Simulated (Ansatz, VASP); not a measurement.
# One calculation of Ag, two programs

The input INCAR:

```
SYSTEM = Ag
PREC     = Accurate       ! precision mode
ENCUT    = 500            ! plane-wave cutoff, eV
EDIFF    = 1E-6           ! SCF threshold, eV
ISMEAR   = 0              ! smearing method
SIGMA    = 0.1            ! smearing width, eV
LREAL    = .False.        ! projectors in reciprocal space
LASPH    = .True.         ! aspherical terms in the spheres
NELM     = 120            ! most SCF steps
ALGO     = Normal         ! electronic algorithm
ISIF     = 2              ! what is computed and relaxed
LWAVE    = .False.        ! write WAVECAR
LCHARG   = .True.         ! write CHGCAR
GGA      = PS             ! functional
LELF     = .True.         ! ELF
LVHAR    = .True.       
NBANDS   = 12             ! bands
GGA_COMPAT= .False.
```

The input KPOINTS:

```
Automatic mesh
0
Gamma
  6 6 6
  0 0 0
```

Contents of POSCAR:

```
Ag
1.0
   -1.6128665824      1.6128665824      1.6128665824
    1.6128665824     -1.6128665824      1.6128665824
    1.6128665824      1.6128665824     -1.6128665824
Ag
1
Direct
    0.0000000000      0.0000000000      0.0000000000
```

Input for Ansatz:

```yaml
crystal:
  lattice:
    - [-1.6128665824, 1.6128665824, 1.6128665824]
    - [1.6128665824, -1.6128665824, 1.6128665824]
    - [1.6128665824, 1.6128665824, -1.6128665824]
  atoms:
    - { symbol: Ag, position: [0.0, 0.0, 0.0] }
basis:
  ecutwfc: 420
kpoints:
  mp_grid: { grid: [6, 6, 6] }
hamiltonian:
  xc: pbesol
  pseudopotentials: { kind: paw, azcp: { folder: soft_1 } }
scf:
  occupations: { method: gaussian, width: 0.1 }
output:
  forces: true
  stress: true
  eigenvalues: true
```

Alike in both runs: task single point; functional PBEsol; k mesh 6 × 6 × 6; occupations gaussian, width 0.1 eV; no spin polarisation.

|  | VASP | Ansatz |
| --- | --- | --- |
| version | VASP 6.6.1 | Ansatz 0.2.0 |
| potentials or method | VASP PAW PBE potentials, release 64 (Ag), cutoff 500 eV | scalar-relativistic, plane waves, PAW |
| valence electrons in the cell | 11 | 19 |

VASP gave:

```
gap on the k mesh at the Fermi level (eV) : none
pressure (GPa)                            : -0.1
```

**Question.** Which values does Ansatz return?

**Answer.** gap on the k mesh at the Fermi level (eV): none; pressure (GPa): 0.2.

VASP's potentials were made for PBE, not for PBEsol, and Ansatz warns of the same on its side. A gap of «none» marks a metal or a gap that the smearing closes. VASP's potentials hold 11 valence electrons a cell and Ansatz's 19, so a difference there can come from the potentials and not from the codes.

The k mesh is coarse, so the values compare programs but aren't converged.
